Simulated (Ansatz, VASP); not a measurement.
## Two plane-wave programs on PbS

File INCAR:

```
ALGO = Normal ; EDIFF = 1E-7
ENCUT = 520 ; GGA = CA
ISIF = 2 ; ISMEAR = 0
LASPH = T ; LCHARG = F
LREAL = F ; LWAVE = F
NBANDS = 17 ; NELM = 100
PREC = Accurate ; SIGMA = 0.03
```

The input KPOINTS:

```
k-points
0
Gamma
  10 10 10
```

The input POSCAR:

```
PbS
1.0
    0.0000000000      3.0483165000      3.0483165000
    2.9650000000      0.0833165000      2.9650000000
    2.9650000000      2.9650000000      0.0833165000
Pb S
1 1
Direct
    0.0000000000      0.0000000000      0.0000000000
    0.5000000000      0.5000000000      0.5000000000
```

Input for Ansatz:

```yaml
crystal:
  lattice:
    - [0.0, 3.0483165, 3.0483165]
    - [2.965, 0.0833165, 2.965]
    - [2.965, 2.965, 0.0833165]
  atoms:
    - { symbol: Pb, position: [0.0, 0.0, 0.0] }
    - { symbol: S, position: [0.5, 0.5, 0.5] }
basis:
  ecutwfc: 420
kpoints:
  mp_grid: { grid: [10, 10, 10] }
hamiltonian:
  xc: lda
scf:
  occupations: { method: gaussian, width: 0.03 }
output:
  forces: true
  stress: true
  eigenvalues: true
```

Change from the starting cell: strain +0.0562 x Voigt [0, 0, 0, 1, 0, 0], atoms carried along.

Alike in both runs: task single point; functional LDA; k mesh 10 × 10 × 10; occupations gaussian, width 0.03 eV; no spin polarisation.

```csv
,VASP,Ansatz
version,VASP 6.6.1,Ansatz 0.2.0
potentials or method,"VASP PAW LDA potentials, release 64 (Pb_d, S), cutoff 520 eV","scalar-relativistic, plane waves, PAW"
valence electrons in the cell,20,20
```

```tsv
	VASP	Ansatz	Ansatz less VASP
gap on the k mesh at the Fermi level (eV)	none	none	-
pressure (GPa)	-2.5	-2.6	-0.05
traceless stress, the component that is largest in VASP (GPa)	-1.13	-1.14	-0.013
```

LDA's correlation is that of Perdew and Zunger in VASP and of Perdew and Wang (1992) in Ansatz. A gap of «none» marks a metal or a gap that the smearing closes.

Neither program's run includes spin-orbit coupling.
